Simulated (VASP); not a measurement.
Wanted: the native input for a VASP 6.6.1 run.

- Task: single point
- Functional: PBEsol
- Potentials or basis: VASP PAW PBE potentials, release 64 (Ga_d)
- Cutoff: 520 eV
- k mesh: 10 × 10 × 13
- Occupations: fermi-dirac, width 0.05 eV
- Spin: no spin polarisation
- Dipole correction: no
- Further INCAR settings: ALGO = Normal; EDIFF = 1e-06; NBANDS = 26

The structure of Ga lies in POSCAR:

```
Ga
1.0
    3.7132337316      0.0000000000      0.0000000000
   -1.8566168658      3.2157547417      0.0000000000
    0.0000000000      0.0000000000      2.2206481996
Ga
3
Direct
    0.0000000000      0.0000000000      0.0000000000
    0.3333333333      0.6666666667      0.5000000000
    0.6666666667      0.3333333333      0.5000000000
```

This isn't the form of Ga at room conditions, which is orthorhombic.

One way to write it, as run:

INCAR

```
SYSTEM = Ga
  ALGO = Normal
  EDIFF = 1E-6
  ENCUT = 520
  GGA = PS
  ISIF = 2
  ISMEAR = -1
  LASPH = .True.
  LCHARG = .False.
  LREAL = .False.
  LWAVE = .False.
  NBANDS = 26
  NELM = 60
  PREC = Accurate
  SIGMA = 0.05
```

KPOINTS

```
k-points
0
Gamma
  10 10 13
  0 0 0
```

Potentials or basis: VASP PAW PBE potentials, release 64 (Ga_d).

Run with:

```console
$ cat potpaw_PBE.64/Ga_d/POTCAR > POTCAR
$ mpirun -np 1 vasp_std > vasp.out
```

Results of the run:

The pressure is 232.7 GPa and the band gap on the k mesh is zero (an odd number of electrons rules out a gap without spin polarisation).

Caveat: the cell stands under pressure; the PAW data sets were made with another functional, which shifts forces and pressure a little.

Wall time 99 s on 1 thread of Intel Xeon 8259CL, on a shared host, peak memory 0.17 GiB.
